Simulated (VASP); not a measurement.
A run of VASP 6.6.1 is set up as follows.

INCAR

```
PREC = Accurate ; ENCUT = 520
EDIFF = 1E-6 ; ISMEAR = 0
SIGMA = 0.15 ; LREAL = False
LASPH = True ; NELM = 100
ALGO = Fast ; ISIF = 2
LWAVE = False ; LCHARG = False
GGA = PS ; NBANDS = 18
```

The input KPOINTS:

```
regular mesh
0
Gamma
  24 24 14
```

File POSCAR:

```
Ag
1.0
    2.9817451750      0.0000000000      0.0000000000
   -1.4908725875      2.5822670692      0.0000000000
    0.0000000000      0.0000000000      4.6907149281
Ag
2
Direct
    0.3333333333      0.6666666667      0.2500000000
    0.6666666667      0.3333333333      0.7500000000
```

Potentials or basis: VASP PAW PBE potentials, release 64 (Ag).

The run is started by

```console
$ cat potpaw_PBE.64/Ag/POTCAR > POTCAR
$ mpirun -np 1 vasp_std > vasp.out
```

Task: Predict the band gap on the k mesh.

Result: Zero (bands 11 and 12 overlap by 7.05 eV).

Task: Predict the pressure.

Result: -7.4 GPa.

Stress tensor (GPa, compression positive):
```
-8.51  0.00  0.00
 0.00 -8.51  0.00
 0.00  0.00 -5.26
```

Caveat: the cell differs from its parent crystal (strain +0.0400 x Voigt [1, 1, 0, 0, 0, 0]); the cell stands under tension; the PAW data sets were made with another functional, which shifts forces and pressure a little.
